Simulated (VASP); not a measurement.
# Eu (Im-3m) in VASP: further runs

The runs below take Eu through single point, with PBE.

Program: VASP 6.6.1. These are calculated values, not measurements. Logs are shortened: lines on timing, memory, paths and dates and some standing lists are left out, and cuts for length are marked.

### 1 The cell of the first run

The structure is cubic, space group Im-3m (No. 229). The conventional cell has a = 4.387 Å, b = 4.387 Å, c = 4.387 Å, α = 90.00°, β = 90.00°, γ = 90.00°. Eu (site symmetry m-3m) has 14 Eu at 3.80 to 4.39 Å within 5.0 Å.

### 2 Single point, PBE, collinear spin, ferromagnetic start

The input, INCAR:

```
SYSTEM = Eu
  ALGO = Normal
  EDIFF = 1E-6
  ENCUT = 520
  GGA = PE
  ISIF = 2
  ISMEAR = 0
  ISPIN = 2
  LASPH = .TRUE.
  LCHARG = .FALSE.
  LMAXMIX = 6
  LORBIT = 11
  LREAL = .FALSE.
  LWAVE = .FALSE.
  MAGMOM = 7.72
  NBANDS = 18
  NELM = 150
  PREC = Accurate
  SIGMA = 0.05
```

The input, KPOINTS:

```
k-points
0
G
  14 14 14
  0 0 0
```

The input, POSCAR:

```
Eu
1.0
   -2.1936230597      2.1936230597      2.1936230597
    2.1936230597     -2.1936230597      2.1936230597
    2.1936230597      2.1936230597     -2.1936230597
Eu
1
Direct
    0.0000000000      0.0000000000      0.0000000000
```

Potentials or basis: VASP PAW PBE potentials, release 64 (Eu).

Command:

```
cat potpaw_PBE.64/Eu/POTCAR > POTCAR
mpirun -np 1 vasp_std > vasp.out
```

OUTCAR:

```text
SYSTEM = Eu
   EDIFF = 1E-6
   ENCUT = 520
   GGA = PE
   ISIF = 2
   ISMEAR = 0
   ISPIN = 2
   LASPH = .TRUE.
   LORBIT = 11
   LREAL = .FALSE.
   NELM = 150
   PREC = Accurate

 ion  position               nearest neighbor table
   1  0.000  0.000  0.000-

  LATTYP: Found a body centered cubic cell.
 ALAT       =     4.3872461194

  Lattice vectors:

 A1 = (  -2.1936230597,   2.1936230597,   2.1936230597)
 A2 = (   2.1936230597,  -2.1936230597,   2.1936230597)
 A3 = (   2.1936230597,   2.1936230597,  -2.1936230597)

Analysis of symmetry for initial positions (statically):
=====================================================================
 Subroutine PRICEL returns:
 Original cell was already a primitive cell.

 Routine SETGRP: Setting up the symmetry group for a
 body centered cubic supercell.

 Subroutine GETGRP returns: Found 48 space group operations
 (whereof 48 operations were pure point group operations)
 out of a pool of 48 trial point group operations.

The static configuration has the point symmetry O_h .

Analysis of symmetry for dynamics (positions and initial velocities):
=====================================================================
 Subroutine PRICEL returns:
 Original cell was already a primitive cell.

 Routine SETGRP: Setting up the symmetry group for a
 body centered cubic supercell.

 Subroutine GETGRP returns: Found 48 space group operations
 (whereof 48 operations were pure point group operations)
 out of a pool of 48 trial point group operations.

The dynamic configuration has the point symmetry O_h .

Analysis of structural, dynamic, and magnetic symmetry:
=====================================================================
 Subroutine PRICEL returns:
 Original cell was already a primitive cell.

 Routine SETGRP: Setting up the symmetry group for a
 body centered cubic supercell.

 Subroutine GETGRP returns: Found 48 space group operations
 (whereof 48 operations were pure point group operations)
 out of a pool of 48 trial point group operations.

The overall configuration has the point symmetry O_h .

 Subroutine INISYM returns: Found 48 space group operations
 (whereof 48 operations are pure point group operations),
 and found     1 'primitive' translations

----------------------------------------------------------------------------------------

                                     Primitive cell

  volume of cell :      42.2227

  direct lattice vectors                    reciprocal lattice vectors
    -2.193623060  2.193623060  2.193623060     0.000000000  0.227933417  0.227933417
     2.193623060 -2.193623060  2.193623060     0.227933417  0.000000000  0.227933417
     2.193623060  2.193623060 -2.193623060     0.227933417  0.227933417  0.000000000

  length of vectors
     3.799466592  3.799466592  3.799466592     0.322346530  0.322346530  0.322346530

  position of ions in fractional coordinates (direct lattice)
     0.000000000  0.000000000  0.000000000

  ion indices of the primitive-cell ions
   primitive index   ion index
                 1           1

----------------------------------------------------------------------------------------

 KPOINTS: k-points

Automatic generation of k-mesh.
 Grid dimensions read from file:
 generate k-points for:   14   14   14

 Generating k-lattice:

  Cartesian coordinates                     Fractional coordinates (reciprocal lattice)
     0.000000000  0.016280958  0.016280958     0.071428571  0.000000000  0.000000000
     0.016280958  0.000000000  0.016280958     0.000000000  0.071428571  0.000000000
     0.016280958  0.016280958  0.000000000     0.000000000  0.000000000  0.071428571

  Length of vectors
     0.023024752  0.023024752  0.023024752

  Shift w.r.t. Gamma in fractional coordinates (k-lattice)
     0.000000000  0.000000000  0.000000000

 Subroutine IBZKPT returns following result:
 ===========================================

 Found    104 irreducible k-points:

 Following reciprocal coordinates:
            Coordinates               Weight
  0.000000  0.000000  0.000000      1.000000
  0.071429  0.000000  0.000000     12.000000
  0.142857  0.000000  0.000000     12.000000
  0.214286  0.000000  0.000000     12.000000
  0.285714  0.000000  0.000000     12.000000
  0.357143  0.000000  0.000000     12.000000
[... 16 lines left out ...]
  0.285714  0.285714  0.000000     24.000000
  0.357143  0.285714  0.000000     24.000000
 [... further k-points ...]
   k-points           NKPTS =    104   k-points in BZ     NKDIM =    104   number of bands    NBANDS=     18
   number of dos      NEDOS =    301   number of ions     NIONS =      1
   total plane-waves  NPLWV =  21952
   dimension x,y,z NGX =    28 NGY =   28 NGZ =   28
   dimension x,y,z NGXF=    56 NGYF=   56 NGZF=   56
   ions per type =               1
   NGX,Y,Z   is equivalent  to a cutoff of  12.25, 12.25, 12.25 a.u.
   NGXF,Y,Z  is equivalent  to a cutoff of  24.50, 24.50, 24.50 a.u.
 SYSTEM =  Eu
   PREC   = accura    normal or accurate (medium, high low for compatibility)
   ISTART =      0    job   : 0-new  1-cont  2-samecut
   ICHARG =      2    charge: 1-file 2-atom 10-const
   ISPIN  =      2    spin polarized calculation?
   LNONCOLLINEAR =      F non collinear calculations
   LSORBIT =      F    spin-orbit coupling
   LASPH  =      T    aspherical Exc in radial PAW
   ENCUT  =  520.0 eV  38.22 Ry    6.18 a.u.   7.06  7.06  7.06*2*pi/ulx,y,z
   NELM   =    150;   NELMIN=  2; NELMDL= -5     # of ELM steps
   EDIFF  = 0.1E-05   stopping-criterion for ELM
   LREAL  =      F    real-space projection
   EDIFFG = 0.1E-04   stopping-criterion for IOM
   NSW    =      0    number of steps for IOM
   IBRION =     -1    ionic relax: 0-MD 1-quasi-New 2-CG
   NFREE  =      0    steps in history (QN), initial steepest desc. (CG)
   ISIF   =      2    stress and relaxation
   ISYM   =      2    0-nonsym 1-usesym 2-fastsym
   POTIM  = 0.5000    time-step for ionic-motion
   TEBEG  =    0.0;   TEEND  =   0.0 temperature during run
   PSTRESS=    0.0 pullay stress
   NELECT =      17.0000    total number of electrons
   NUPDOWN=      -1.0000    fix difference up-down
   EMIN   =  10.00;   EMAX   =-10.00  energy-range for DOS
   EFERMI =   0.00;   METHOD = LEGACY
   ISMEAR =     0;   SIGMA  =   0.05  broadening in eV -4-tet -1-fermi 0-gaus
   EFERMI_NEDOS =   21; number of points for ismear=-14 and -15
   IALGO  =     38    algorithm
   IMIX   =      4    mixing-type and parameters
     AMIX     =   0.40;   BMIX     =  1.00
     AMIX_MAG =   1.60;   BMIX_MAG =  1.00
  volume/ion in A,a.u.               =      42.22       284.93
  Fermi-wavevector in a.u.,A,eV,Ry     =   1.208859  2.284413 19.882753  1.461341
  Thomas-Fermi vector in A             =   2.344454
   LORBIT       =     11    0 simple, 1 ext, 2 COOP (PROOUT), +10 PAW based schemes
   GGA     = PE    functional components
   LHFCALC =     F    Hartree Fock is set to
   AEXX    =    0.0000 exact exchange contribution
   IVDW    =     0    specifies the selected vdW correction
   LEPSILON=     F    determine dielectric tensor
   LRPA    =     F    only Hartree local field effects (RPA)
 spin polarized calculation
 Gauss-broadening in eV      SIGMA  =   0.05
  energy-cutoff  :      520.00
  volume of cell :       42.22
 maximum number of plane-waves:      1157
   NGX = 15   NGY = 15   NGZ = 15

 number of electron      16.9999992 magnetization       7.2315043

 Free energy of the ion-electron system (eV)
  ---------------------------------------------------
  ext. energy  EPLUGINS =         0.00000000
  ---------------------------------------------------
  free energy    TOTEN  =       -11.43861264 eV

  energy without entropy =      -11.43708314  energy(sigma->0) =      -11.43784789

 E-fermi :   2.0999     XC(G=0):  -8.8152

 val. band max:        2.0995675458   @ k =  -0.4286   0.5000   0.2143
 cond. band min:       2.1092186100   @ k =  -0.4286   0.5000   0.2857
 fundamental gap:      0.0096510642
 Fermi energy:         2.0998892566

 spin component 1

 k-point     1 :       0.0000    0.0000    0.0000
  band No.  band energies     occupation
      1     -39.5459      1.00000
      2     -18.1029      1.00000
      3     -18.1029      1.00000
      4     -18.1029      1.00000
      5      -2.2567      1.00000
      6       1.5787      1.00000
[... 10 lines left out ...]
     17       5.6359      0.00000
     18      11.5738      0.00000

 k-point     2 :       0.0714    0.0000    0.0000
  band No.  band energies     occupation
      1     -39.5442      1.00000
      2     -18.1258      1.00000
      3     -18.1101      1.00000
      4     -18.1030      1.00000
      5      -2.1387      1.00000
      6       1.5775      1.00000
[... 10 lines left out ...]
     17       5.6414      0.00000
     18      11.6859      0.00000
[... 442 lines left out ...]
 k-point    24 :       0.3571    0.2857    0.0000
  band No.  band energies     occupation
      1     -39.5075      1.00000
      2     -18.4373      1.00000
      3     -18.3702      1.00000
      4     -18.1572      1.00000
      5       1.3453      1.00000
      6       1.5771      1.00000
[... 10 lines left out ...]
     17       7.5062      0.00000
     18       9.2242      0.00000

 [... further k-points ...]

 spin component 2

 k-point     1 :       0.0000    0.0000    0.0000
  band No.  band energies     occupation
      1     -36.4280      1.00000
      2     -15.7847      1.00000
      3     -15.7847      1.00000
      4     -15.7847      1.00000
      5      -1.5443      1.00000
      6       4.8911      0.00000
[... 10 lines left out ...]
     17       6.7225      0.00000
     18      12.5878      0.00000

 k-point     2 :       0.0714    0.0000    0.0000
  band No.  band energies     occupation
      1     -36.4258      1.00000
      2     -15.8139      1.00000
      3     -15.7936      1.00000
      4     -15.7848      1.00000
      5      -1.4205      1.00000
      6       4.7647      0.00000
[... 10 lines left out ...]
     17       6.8136      0.00000
     18      12.7294      0.00000
[... 442 lines left out ...]
 k-point    24 :       0.3571    0.2857    0.0000
  band No.  band energies     occupation
      1     -36.3778      1.00000
      2     -16.2061      1.00000
      3     -16.1213      1.00000
      4     -15.8530      1.00000
      5       2.3235      0.00000
      6       2.9961      0.00000
[... 10 lines left out ...]
     17       8.8336      0.00000
     18      10.5284      0.00000

 [... further k-points ...]
[... 5 lines left out ...]
  --------------------------------------------------------------------------------------
  -------------------------------------------------------------------------------------
  Total       -0.0734404     -0.0734404     -0.0734404     -0.0000000     -0.0000000     -0.0000000
  in kB       -2.7867618     -2.7867618     -2.7867618     -0.0000000     -0.0000000     -0.0000000
  external PRESSURE =      -2.7867618 kB  Pullay stress =       0.0000000 kB

 VOLUME and BASIS-vectors are now :
 -----------------------------------------------------------------------------
  energy-cutoff  :      520.00
  volume of cell :       42.22
      direct lattice vectors                 reciprocal lattice vectors
    -2.193623060  2.193623060  2.193623060     0.000000000  0.227933417  0.227933417
     2.193623060 -2.193623060  2.193623060     0.227933417  0.000000000  0.227933417
     2.193623060  2.193623060 -2.193623060     0.227933417  0.227933417  0.000000000

 POSITION                                       TOTAL-FORCE (eV/Angst)
 -----------------------------------------------------------------------------------
      0.00000      0.00000      0.00000        -0.000000     -0.000000     -0.000000
 -----------------------------------------------------------------------------------
    total drift:                                0.000000      0.000000      0.000000

  FREE ENERGIE OF THE ION-ELECTRON SYSTEM (eV)
  ---------------------------------------------------
  free  energy   TOTEN  =       -11.4386126399 eV

  energy  without entropy=      -11.4370831370  energy(sigma->0) =      -11.43784789

 total charge

# of ion       s       p       d       f       tot
--------------------------------------------------
    1        2.086   5.711   0.290   6.646  14.732

 magnetization (x)

# of ion       s       p       d       f       tot
--------------------------------------------------
    1       -0.004  -0.097   0.118   6.644   6.660
```

Run time: 5.9 min. Hardware: 1 thread of Oxide Virtual Turin-like, shared host; peak memory 0.24 GiB.

Results:

* Free energy: -11.4386 eV
* Pressure: -0.3 GPa
* Net moment: 7.23 μB per cell
* Site moments: Eu +6.66 μB
* Valence electrons inside the program's atomic spheres: Eu 14.73

Caveat: spin-orbit coupling is left out, which moves the levels of the heavy elements. The state reached can hang on the start; a lower one may exist.

### 3 Single point, PBE, collinear spin, ferromagnetic start

The input, INCAR:

```
SYSTEM = Eu
ALGO = Normal
EDIFF = 1E-6
ENCUT = 520
GGA = PE
ISIF = 2
ISMEAR = 0
ISPIN = 2
LASPH = .True.
LCHARG = .False.
LMAXMIX = 6
LORBIT = 11
LREAL = .False.
LWAVE = .False.
MAGMOM = 0.5
NBANDS = 18
NELM = 150
PREC = Accurate
SIGMA = 0.05
```

The input, KPOINTS:

```
k-points
0
Gamma
  14 14 14
  0 0 0
```

POSCAR is that of step 2.

Potentials or basis: VASP PAW PBE potentials, release 64 (Eu).

Command:

```
cat potpaw_PBE.64/Eu/POTCAR > POTCAR
mpirun -np 1 vasp_std > vasp.out
```

Run time: 4.8 min. Hardware: 1 thread of Oxide Virtual Turin-like, shared host; peak memory 0.24 GiB.

Results (log left out):

| Property | Result |
| --- | --- |
| Free energy | -11.4386 eV |
| Pressure | -0.3 GPa |
| Net moment | 7.23 μB per cell |
| Site moments | Eu +6.66 μB |
| Valence electrons inside the program's atomic spheres | Eu 14.73 |

Levels at points of the mesh, in eV from the Fermi level:
Spin up:
```
           k point  band 10  band 11  band 12  band 13  band 14  band 15
(0.00, 0.00, 0.00)    -0.36    -0.36    -0.32     1.82     1.82     1.82
(0.50, 0.00, 0.00)    -0.37    -0.36    -0.35     0.43     0.85     3.44
(0.50, 0.50, 0.50)    -0.48    -0.32    -0.32    -0.32     5.03     5.03
```
Spin down:
| k point | band 2 | band 3 | band 4 | band 5 | band 6 | band 7 | band 8 | band 9 |
| --- | --- | --- | --- | --- | --- | --- | --- | --- |
| (0.00, 0.00, 0.00) | -17.88 | -17.88 | -17.88 | -3.64 | 2.79 | 2.79 | 2.79 | 3.97 |
| (0.50, 0.00, 0.00) | -18.44 | -18.06 | -17.89 | -0.97 | 1.29 | 1.53 | 3.90 | 4.22 |
| (0.50, 0.50, 0.50) | -18.27 | -18.27 | -18.27 | -0.35 | -0.35 | 3.95 | 3.95 | 3.95 |

Caveat: spin-orbit coupling is left out, which moves the levels of the heavy elements. The state reached can hang on the start; a lower one may exist.

### 4 Single point, PBE, collinear spin, ferromagnetic start

This run uses another cell than the first one, of 48.47 Å³/atom, 1.148 times its volume.

The input, INCAR:

```
SYSTEM = Eu
PREC = Accurate
ENCUT = 520
EDIFF = 1E-7
ISMEAR = 0
SIGMA = 0.05
LREAL = .False.
LASPH = .True.
NELM = 150
ALGO = Normal
ISIF = 2
LWAVE = .False.
LCHARG = .True.
ISPIN = 2
MAGMOM = 7.79
LORBIT = 11
LMAXMIX = 6
GGA = PE
LELF = .True.
LVHAR = .True.
NBANDS = 18
```

The input, KPOINTS:

```
Automatic mesh
0
Gamma
  14 14 14
  0 0 0
```

The input, POSCAR:

```
Eu
1.0
   -2.2968418073      2.2968418073      2.2968418073
    2.2968418073     -2.2968418073      2.2968418073
    2.2968418073      2.2968418073     -2.2968418073
Eu
1
Direct
    0.0000000000      0.0000000000      0.0000000000
```

Command:

```
cat potpaw_PBE.64/Eu/POTCAR > POTCAR
mpirun -np 1 vasp_std > vasp.out
```

It took 7.3 min on 1 thread of Oxide Virtual Turin-like, shared host; peak memory 0.27 GiB.

It converged, with:

```
Free energy                                           : -11.3987 eV
Pressure                                              : -1.8 GPa
Net moment                                            : 7.32 μB per cell
Site moments                                          : Eu +6.69 μB
Valence electrons inside the program's atomic spheres : Eu 14.72
```

Levels at points of the mesh, in eV from the Fermi level:
Spin up:
| k point | band 9 | band 10 | band 11 | band 12 | band 13 | band 14 | band 15 | band 16 |
| --- | --- | --- | --- | --- | --- | --- | --- | --- |
| (0.00, 0.00, 0.00) | -0.41 | -0.41 | -0.41 | -0.37 | 1.69 | 1.69 | 1.69 | 3.16 |
| (0.50, 0.00, 0.00) | -0.43 | -0.41 | -0.41 | -0.39 | 0.46 | 0.48 | 3.02 | 3.67 |
| (0.50, 0.50, 0.50) | -0.50 | -0.50 | -0.37 | -0.37 | -0.37 | 4.25 | 4.25 | 4.25 |
Spin down:
```tsv
k point	band 2	band 3	band 4	band 5	band 6	band 7	band 8	band 9
(0.00, 0.00, 0.00)	-18.10	-18.10	-18.10	-3.50	2.61	2.61	2.61	4.00
(0.50, 0.00, 0.00)	-18.46	-18.22	-18.10	-0.87	1.14	1.30	3.93	4.10
(0.50, 0.50, 0.50)	-18.35	-18.35	-18.35	-0.11	-0.11	3.81	3.81	3.81
```

Caveat: spin-orbit coupling is left out, which moves the levels of the heavy elements. The state reached can hang on the start; a lower one may exist.
